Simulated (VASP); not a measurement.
# LiF (Pm-3m) in VASP: single point with PBEsol

Aim: the single point of LiF with PBEsol.

Everything below comes from runs of VASP 6.6.1. Logs are shortened: lines on timing, memory, paths and dates and some standing lists are left out, and cuts for length are marked.

## (1) The cell of the first run

It takes space group Pm-3m (No. 221, cubic). Conventional cell: a = 2.560 Å, b = 2.560 Å, c = 2.560 Å, α = 90.00°, β = 90.00°, γ = 90.00°. Within 2.9 Å of Li (site symmetry m-3m) lie 8 F at 2.22 Å and 6 Li at 2.56 Å. F (site symmetry m-3m) has 8 Li at 2.22 Å and 6 F at 2.56 Å within 2.9 Å.

## (2) Single point, PBEsol

The input, INCAR:

```
ALGO = Normal
EDIFF = 1E-6
ENCUT = 750
GGA = PS
GGA_COMPAT = F
ISIF = 2
ISMEAR = 0
LASPH = T
LCHARG = T
LELF = T
LREAL = F
LVHAR = T
LWAVE = F
NBANDS = 12
NELM = 120
PREC = Accurate
SIGMA = 0.01
```

The input, KPOINTS:

```
k-points
0
Gamma
  4 4 4
```

The input, POSCAR:

```
LiF
1.0
    2.5595300000      0.0000000000      0.0000000000
    0.0000000000      2.5595300000      0.0000000000
    0.0000000000      0.0000000000      2.5595300000
Li F
1 1
Direct
    0.0000000000      0.0000000000      0.0000000000
    0.5000000000      0.5000000000      0.5000000000
```

Potentials or basis: VASP PAW PBE potentials, release 64 (Li_sv, F).

The run is started by

```sh
$ cat potpaw_PBE.64/Li_sv/POTCAR potpaw_PBE.64/F/POTCAR > POTCAR
$ mpirun -np 1 vasp_std > vasp.out
```

OUTCAR:

```text
EDIFF = 1E-6
   ENCUT = 750
   GGA = PS
   ISIF = 2
   ISMEAR = 0
   LASPH = T
   LREAL = F
   NELM = 120
   PREC = Accurate

 ion  position               nearest neighbor table
   1  0.000  0.000  0.000-   2 2.22   2 2.22   2 2.22   2 2.22   2 2.22   2 2.22   2 2.22   2 2.22

   2  0.500  0.500  0.500-   1 2.22   1 2.22   1 2.22   1 2.22   1 2.22   1 2.22   1 2.22   1 2.22

  LATTYP: Found a simple cubic cell.
 ALAT       =     2.5595300000

  Lattice vectors:

 A1 = (   2.5595300000,   0.0000000000,   0.0000000000)
 A2 = (   0.0000000000,   2.5595300000,   0.0000000000)
 A3 = (   0.0000000000,   0.0000000000,   2.5595300000)

Analysis of symmetry for initial positions (statically):
=====================================================================
 Subroutine PRICEL returns:
 Original cell was already a primitive cell.

 Routine SETGRP: Setting up the symmetry group for a
 simple cubic supercell.

 Subroutine GETGRP returns: Found 48 space group operations
 (whereof 48 operations were pure point group operations)
 out of a pool of 48 trial point group operations.

The static configuration has the point symmetry O_h .

Analysis of symmetry for dynamics (positions and initial velocities):
=====================================================================
 Subroutine PRICEL returns:
 Original cell was already a primitive cell.

 Routine SETGRP: Setting up the symmetry group for a
 simple cubic supercell.

 Subroutine GETGRP returns: Found 48 space group operations
 (whereof 48 operations were pure point group operations)
 out of a pool of 48 trial point group operations.

The dynamic configuration has the point symmetry O_h .

 Subroutine INISYM returns: Found 48 space group operations
 (whereof 48 operations are pure point group operations),
 and found     1 'primitive' translations

----------------------------------------------------------------------------------------

                                     Primitive cell

  volume of cell :      16.7680

  direct lattice vectors                    reciprocal lattice vectors
     2.559530000  0.000000000  0.000000000     0.390696729  0.000000000  0.000000000
     0.000000000  2.559530000  0.000000000     0.000000000  0.390696729  0.000000000
[... 76 lines left out ...]
   ISIF   =      2    stress and relaxation
   ISYM   =      2    0-nonsym 1-usesym 2-fastsym
   POTIM  = 0.5000    time-step for ionic-motion
   TEBEG  =    0.0;   TEEND  =   0.0 temperature during run
   PSTRESS=    0.0 pullay stress
   NELECT =      10.0000    total number of electrons
   NUPDOWN=      -1.0000    fix difference up-down
   EMIN   =  10.00;   EMAX   =-10.00  energy-range for DOS
   EFERMI =   0.00;   METHOD = LEGACY
   ISMEAR =     0;   SIGMA  =   0.01  broadening in eV -4-tet -1-fermi 0-gaus
   EFERMI_NEDOS =   21; number of points for ismear=-14 and -15
   IALGO  =     38    algorithm
   IMIX   =      4    mixing-type and parameters
     AMIX     =   0.40;   BMIX     =  1.00
     AMIX_MAG =   1.60;   BMIX_MAG =  1.00
  volume/ion in A,a.u.               =       8.38        56.58
  Fermi-wavevector in a.u.,A,eV,Ry     =   1.377996  2.604035 25.835733  1.898873
  Thomas-Fermi vector in A             =   2.503098
   LORBIT       =      0    0 simple, 1 ext, 2 COOP (PROOUT), +10 PAW based schemes
   GGA     = PS    functional components
   LHFCALC =     F    Hartree Fock is set to
   AEXX    =    0.0000 exact exchange contribution
   IVDW    =     0    specifies the selected vdW correction
   LEPSILON=     F    determine dielectric tensor
   LRPA    =     F    only Hartree local field effects (RPA)
 non-spin polarized calculation
 Gauss-broadening in eV      SIGMA  =   0.01
  energy-cutoff  :      750.00
  volume of cell :       16.77
 maximum number of plane-waves:       804
 NGX is ok and might be reduce to    24
   NGX = 11   NGY = 11   NGZ = 11

 number of electron      10.0000006 magnetization

 Free energy of the ion-electron system (eV)
  ---------------------------------------------------
  ext. energy  EPLUGINS =         0.00000000
  ---------------------------------------------------
  free energy    TOTEN  =        -9.27581249 eV

  energy without entropy =       -9.27581249  energy(sigma->0) =       -9.27581249

 E-fermi :   0.1879     XC(G=0): -10.1327

 val. band max:       -0.0137922171   @ k =   0.5000   0.5000   0.0000
 cond. band min:       7.3494639131   @ k =   0.0000   0.0000   0.0000
 fundamental gap:      7.3632561302
 Fermi energy:         0.1879137018

 k-point     1 :       0.0000    0.0000    0.0000
  band No.  band energies     occupation
      1     -42.1267      2.00000
      2     -20.7031      2.00000
      3      -0.6891      2.00000
      4      -0.6891      2.00000
      5      -0.6891      2.00000
      6       7.3495      0.00000
      7      18.5652      0.00000
      8      18.5652      0.00000
      9      20.8141      0.00000
     10      20.8141      0.00000
     11      20.8141      0.00000
     12      38.2302      0.00000
[... 121 lines left out ...]
 k-point    10 :       0.5000    0.5000    0.5000
  band No.  band energies     occupation
      1     -41.9975      2.00000
      2     -19.2614      2.00000
      3      -2.2890      2.00000
      4      -2.2890      2.00000
      5      -2.2890      2.00000
      6      10.9430      0.00000
      7      10.9430      0.00000
      8      10.9430      0.00000
      9      23.9114      0.00000
     10      23.9114      0.00000
     11      23.9114      0.00000
     12      25.3656      0.00000

------------------------ aborting loop because EDIFF is reached ----------------------------------------

  FORCE on cell =-STRESS in cart. coord.  units (eV):
  Direction    XX          YY          ZZ          XY          YZ          ZX
  --------------------------------------------------------------------------------------
  -------------------------------------------------------------------------------------
  Total       -0.3350282     -0.3350282     -0.3350282      0.0000000      0.0000000      0.0000000
  in kB      -32.0118890    -32.0118890    -32.0118890      0.0000000      0.0000000      0.0000000
  external PRESSURE =     -32.0118890 kB  Pullay stress =       0.0000000 kB

 VOLUME and BASIS-vectors are now :
 -----------------------------------------------------------------------------
  energy-cutoff  :      750.00
  volume of cell :       16.77
      direct lattice vectors                 reciprocal lattice vectors
     2.559530000  0.000000000  0.000000000     0.390696729  0.000000000  0.000000000
     0.000000000  2.559530000  0.000000000     0.000000000  0.390696729  0.000000000
     0.000000000  0.000000000  2.559530000     0.000000000  0.000000000  0.390696729

 POSITION                                       TOTAL-FORCE (eV/Angst)
 -----------------------------------------------------------------------------------
      0.00000      0.00000      0.00000         0.000000      0.000000      0.000000
      1.27977      1.27977      1.27977         0.000000      0.000000      0.000000
 -----------------------------------------------------------------------------------
    total drift:                                0.000000     -0.000000     -0.000000

  FREE ENERGIE OF THE ION-ELECTRON SYSTEM (eV)
  ---------------------------------------------------
  free  energy   TOTEN  =        -9.2758124852 eV

  energy  without entropy=       -9.2758124852  energy(sigma->0) =       -9.27581249
```

OSZICAR:

```text
N       E                     dE             d eps       ncg     rms          rms(c)
DAV:   1     0.409899363465E+02    0.40990E+02   -0.63586E+03   248   0.112E+03
DAV:   2    -0.843545531226E+01   -0.49425E+02   -0.48599E+02   300   0.217E+02
DAV:   3    -0.972632695710E+01   -0.12909E+01   -0.12880E+01   332   0.294E+01
DAV:   4    -0.973337204628E+01   -0.70451E-02   -0.70449E-02   256   0.246E+00
DAV:   5    -0.973345461800E+01   -0.82572E-04   -0.82571E-04   324   0.202E-01    0.402E+00
DAV:   6    -0.929843368141E+01    0.43502E+00   -0.19764E+00   240   0.848E+00    0.146E+00
DAV:   7    -0.928266651612E+01    0.15767E-01   -0.13533E-02   312   0.111E+00    0.848E-01
DAV:   8    -0.927573263016E+01    0.69339E-02   -0.14269E-02   308   0.129E+00    0.109E-01
DAV:   9    -0.927577890658E+01   -0.46276E-04   -0.67792E-04   288   0.243E-01    0.449E-02
DAV:  10    -0.927581275728E+01   -0.33851E-04   -0.93331E-05   260   0.807E-02    0.451E-03
DAV:  11    -0.927581248516E+01    0.27212E-06   -0.96498E-07   268   0.952E-03
   1 F= -.92758125E+01 E0= -.92758125E+01  d E =0.000000E+00
```

It took 1.7 s on 1 thread of Intel Xeon 6975P-C (Granite Rapids), shared host; peak memory 0.13 GiB.

What came out:

```
Free energy            : -9.2758 eV
Pressure               : -3.2 GPa
Band gap on the k mesh : 7.36 eV (least direct gap 8.04 eV)
```

Levels at points of the mesh, in eV from the valence-band top:
```tsv
k point	band 1	band 2	band 3	band 4	band 5	band 6	band 7	band 8	band 9	band 10
(0.00, 0.00, 0.00)	-42.11	-20.69	-0.68	-0.68	-0.68	7.36	18.58	18.58	20.83	20.83
(0.50, 0.00, 0.00)	-42.06	-20.22	-3.72	-0.28	-0.28	8.97	13.86	20.21	20.21	23.90
(0.50, 0.50, 0.00)	-42.02	-19.69	-3.29	-3.29	0.00	13.17	13.51	13.51	19.21	23.83
(0.50, 0.50, 0.50)	-41.98	-19.25	-2.28	-2.28	-2.28	10.96	10.96	10.96	23.93	23.93
```

Caveat: the k points lie up to 0.61 Å⁻¹ apart; the PAW data sets were made with another functional, which shifts forces and pressure a little. A k mesh can miss the band edges.
